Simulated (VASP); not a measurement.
Wanted: the native input for a VASP 6.6.1 run.

| Property | Result |
| --- | --- |
| Task | relaxation of cell and atoms |
| Functional | PBE |
| Potentials or basis | VASP PAW PBE potentials, release 64 (Be, Zn, O) |
| Cutoff | 600 eV |
| k mesh | 6 × 6 × 4 |
| Occupations | gaussian, width 0.1 eV |
| Spin | no spin polarisation |
| Dipole correction | no |
| Further INCAR settings | ALGO = Normal; EDIFF = 1e-06; IBRION = 2; EDIFFG = -0.04; NSW = 90; ISIF = 3 |

The structure of Be3ZnO lies in POSCAR:

```
Be3ZnO
1.0
    3.2752578800      0.0000000000      0.0000000000
   -1.6376289400      2.8364565300      0.0000000000
    0.0000000000      0.0000000000      5.5750652800
Be Zn O
3 1 1
Direct
    0.0000000000      0.0000000000      0.1752381600
    0.0000000000      0.0000000000      0.8247618400
    0.3333333300      0.6666666700      0.5000000000
    0.6666666700      0.3333333300      0.5000000000
    0.3333333300      0.6666666700      0.0000000000
```

One way to write it, as run:

INCAR

```
SYSTEM = Be3ZnO
PREC = Accurate ; ENCUT = 600
EDIFF = 1E-6 ; ISMEAR = 0
SIGMA = 0.1 ; LREAL = .False.
LASPH = .True. ; NELM = 100
ALGO = Normal ; ISIF = 3
LWAVE = .False. ; LCHARG = .False.
GGA = PE ; IBRION = 2
NSW = 90 ; EDIFFG = -0.04
```

KPOINTS

```
regular mesh
0
Gamma
  6 6 4
  0 0 0
```

Potentials or basis: VASP PAW PBE potentials, release 64 (Be, Zn, O).

The run is started by

```console
$ cat potpaw_PBE.64/Be/POTCAR potpaw_PBE.64/Zn/POTCAR potpaw_PBE.64/O/POTCAR > POTCAR
$ mpirun -np 1 vasp_std > vasp.out
```

Results of the run:

* Relaxed volume: 10.30 Å³/atom
* Relaxed cell: a = 3.775 Å, b = 3.775 Å, c = 4.174 Å, α = 90.00°, β = 90.00°, γ = 120.00°
* Space group after relaxing (to 0.05 Å): P-6m2 (No. 187)
* Energy gained by relaxing: 378.2 meV/atom
* Ionic steps: 20
* Pressure after relaxing: -0.1 GPa
* Largest force after relaxing: 0.006 eV/Å
* Band gap on the k mesh: zero (band 12 reaches 6.14 eV, above the bottom of band 13 at 3.93 eV)

Caveat: the k points lie up to 0.38 Å⁻¹ apart in the final cell.

Run time: 5.5 min on 1 thread of Intel(R) Xeon(R) Platinum 8259CL CPU @ 2.50GHz (Skylake/Cascade Lake), with other jobs on the host, peak memory 0.21 GiB.
